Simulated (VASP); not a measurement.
A run of VASP 6.6.1 is set up as follows.

Contents of INCAR:

```
SYSTEM = GaSb
PREC = Accurate
ENCUT = 520
EDIFF = 1E-6
ISMEAR = -1
SIGMA = 0.1
LREAL = .False.
LASPH = .True.
NELM = 60
ALGO = Normal
ISIF = 2
LWAVE = .False.
LCHARG = .False.
GGA = PE
NBANDS = 16
```

File KPOINTS:

```
regular mesh
0
Gamma
  13 13 13
  0 0 0
```

The input POSCAR:

```
GaSb
1.0
    2.9595525907      0.0000000000      0.0000000000
    0.0000000000      2.9595525907      0.0000000000
    0.0000000000      0.0000000000      2.9595525907
Ga Sb
1 1
Direct
    0.0000000000      0.0000000000      0.0000000000
    0.5000000000      0.5000000000      0.5000000000
```

Potentials or basis: VASP PAW PBE potentials, release 64 (Ga_d, Sb).

Launch:

```bash
$ cat potpaw_PBE.64/Ga_d/POTCAR potpaw_PBE.64/Sb/POTCAR > POTCAR
$ mpirun -np 1 vasp_std > vasp.out
```

(1) What does it give for the pressure?

(2) Estimate the band gap on the k mesh.

Answers

(1) 128.7 GPa.

(2) zero (band 9 reaches 19.07 eV, above the bottom of band 10 at 12.85 eV).

Caveat: spin-orbit coupling is left out, which moves the levels of the heavy elements.
